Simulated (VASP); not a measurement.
A run of VASP 6.6.1:

INCAR

```
  ALGO = Normal
  EDIFF = 1E-6
  ENCUT = 520
  GGA = PE
  ISIF = 2
  ISMEAR = 0
  IVDW = 12
  LASPH = T
  LCHARG = T
  LELF = T
  LREAL = F
  LVHAR = T
  LWAVE = F
  NBANDS = 18
  NELM = 80
  PREC = Accurate
  SIGMA = 0.05
```

File KPOINTS:

```
k-points
0
Gamma
  12 12 10
```

The input POSCAR:

```
P
1.0
    1.6611804690     -5.0985611636      0.0000000000
    1.6611804690      5.0985611636      0.0000000000
    0.0000000000      0.0000000000      4.1634829826
P
4
Direct
    0.8936154175      0.1063845825      0.0718364564
    0.6063845825      0.3936154175      0.5718364564
    0.1063845825      0.8936154175      0.9281635436
    0.3936154175      0.6063845825      0.4281635436
```

Potentials or basis: VASP PAW PBE potentials, release 64 (P).

The run is started by

```bash
$ cat potpaw_PBE.64/P/POTCAR > POTCAR
$ mpirun -np 1 vasp_std > vasp.out
```

Hardware: 1 thread of AMD EPYC 7R13 Processor (Zen 3), on a shared host.

Estimate the wall time of this run.

Wall time 3.9 min on 1 thread of AMD EPYC 7R13 Processor (Zen 3), on a shared host, peak memory 0.34 GiB. Counts: scf iterations 12, k points 258.
